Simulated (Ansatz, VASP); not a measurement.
**C in VASP and in Ansatz**

The input INCAR:

```
SYSTEM = C
  PREC = Accurate
  ENCUT = 520
  EDIFF = 1E-6
  ISMEAR = 0
  SIGMA = 0.05
  LREAL = .FALSE.
  LASPH = .TRUE.
  NELM = 100
  ALGO = Normal
  ISIF = 2
  LWAVE = .FALSE.
  LCHARG = .FALSE.
  GGA = PE
  IVDW = 12
  NBANDS = 11
```

File KPOINTS:

```
regular mesh
0
G
  15 15 15
  0 0 0
```

POSCAR

```
C
1.0
    1.2324984681      0.7115833223      3.3613878357
   -1.2324984681      0.7115833223      3.3613878357
    0.0000000000     -1.4231666447      3.3613878357
C
2
Direct
    0.1431217051      0.1431217051      0.1852812092
    0.8568782949      0.8568782949      0.8147187908
```

Input for Ansatz:

```yaml
crystal:
  lattice:
    - [1.2324984681, 0.7115833223, 3.3613878357]
    - [-1.2324984681, 0.7115833223, 3.3613878357]
    - [0.0, -1.4231666447, 3.3613878357]
  atoms:
    - { symbol: C, position: [0.1431217051, 0.1431217051, 0.1852812092] }
    - { symbol: C, position: [0.8568782949, 0.8568782949, 0.8147187908] }
basis:
  ecutwfc: 520.0
kpoints:
  mp_grid: { grid: [15, 15, 15] }
hamiltonian:
  xc: pbe
  dispersion: d3bj
scf:
  occupations: { method: gaussian, width: 0.05 }
output:
  forces: true
  stress: true
  eigenvalues: true
```

Change from the starting cell: mode 4 frozen in at -0.095 Å and mode 6 at -0.060 Å (largest displacements).

Alike in both runs: task single point; functional PBE; dispersion D3(BJ); k mesh 15 × 15 × 15; occupations gaussian, width 0.05 eV; no spin polarisation.

|  | VASP | Ansatz |
| --- | --- | --- |
| version | VASP 6.6.1 | Ansatz 0.2.0 |
| potentials or method | VASP PAW PBE potentials, release 64 (C), cutoff 520 eV | scalar-relativistic, plane waves, PAW |
| valence electrons in the cell | 8 | 8 |

Ansatz gave:

```
gap on the k mesh at the Fermi level (eV)                     : 0.20
least direct gap on the mesh (eV)                             : 0.20
pressure (GPa)                                                : 4.8
traceless stress, the component that is largest in VASP (GPa) : 17.60
rms of the force components (eV/Å)                            : 4.275
```

Task: Which values does VASP return?

Result: gap on the k mesh at the Fermi level (eV): 0.20; least direct gap on the mesh (eV): 0.20; pressure (GPa): 5.2; traceless stress, the component that is largest in VASP (GPa): 18.03; rms of the force components (eV/Å): 4.284.

Atom by atom the forces differ by 0.013 eV/Å (rms over components).
